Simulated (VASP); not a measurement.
Set up this calculation in VASP 6.6.1, as the native input.

* Task: relaxation of cell and atoms
* Functional: PBE
* Potentials or basis: VASP PAW PBE potentials, release 64 (Li_sv, H)
* Cutoff: 600 eV
* k mesh: 6 × 6 × 4
* Occupations: gaussian, width 0.02 eV
* Spin: no spin polarisation
* Dipole correction: no
* Further INCAR settings: ALGO = Normal; EDIFF = 1e-06; IBRION = 2; EDIFFG = -0.01; NSW = 100; ISIF = 3

The structure of LiH3 lies in POSCAR:

```
LiH3
1.0
    5.5118543838      0.0000000000      0.0000000000
   -2.7559271919      4.7734059184      0.0000000000
    0.0000000000      0.0000000000      5.4311893812
Li H
1 3
Direct
    0.0000000000      0.0000000000      0.5000000000
    0.0000000000      0.0000000000      0.8141067875
    0.0000000000      0.0000000000      0.1858932125
    0.0000000000      0.0000000000      0.0000000000
```

The cell was built from a structure type or drawn by symmetry, and may not be a known phase.

The input as run:

INCAR

```
SYSTEM = LiH3
  ALGO = Normal
  EDIFF = 1E-6
  EDIFFG = -0.01
  ENCUT = 600
  GGA = PE
  IBRION = 2
  ISIF = 3
  ISMEAR = 0
  LASPH = .True.
  LCHARG = .False.
  LREAL = .False.
  LWAVE = .False.
  NELM = 60
  NSW = 100
  PREC = Accurate
  SIGMA = 0.02
```

KPOINTS

```
k-points
0
Gamma
  6 6 4
  0 0 0
```

Potentials or basis: VASP PAW PBE potentials, release 64 (Li_sv, H).

Launch:

```sh
$ cat potpaw_PBE.64/Li_sv/POTCAR potpaw_PBE.64/H/POTCAR > POTCAR
$ mpirun -np 1 vasp_std > vasp.out
```

Results of the run:

```json
{
 "Relaxed volume": "35.71 Å³/atom",
 "Relaxed cell": "a = 5.512 Å, b = 5.512 Å, c = 5.429 Å, α = 90.00°, β = 90.00°, γ = 120.00°",
 "Space group after relaxing (to 0.1 Å)": "P6/mmm (No. 191)",
 "Energy gained by relaxing": "0.0 meV/atom",
 "Ionic steps": "2",
 "Pressure after relaxing": "0.0 GPa",
 "Band gap on the k mesh": "3.06 eV (least direct gap 3.12 eV)"
}
```

Caveat: the cutoff is under 1.25 times the usual one of these potentials, so pressure, stress and relaxed cells hold a basis-set (Pulay) error.

Run time: 16 s on 1 thread of Intel(R) Xeon(R) 6975P-C (Granite Rapids), with other jobs on the host, peak memory 0.31 GiB.
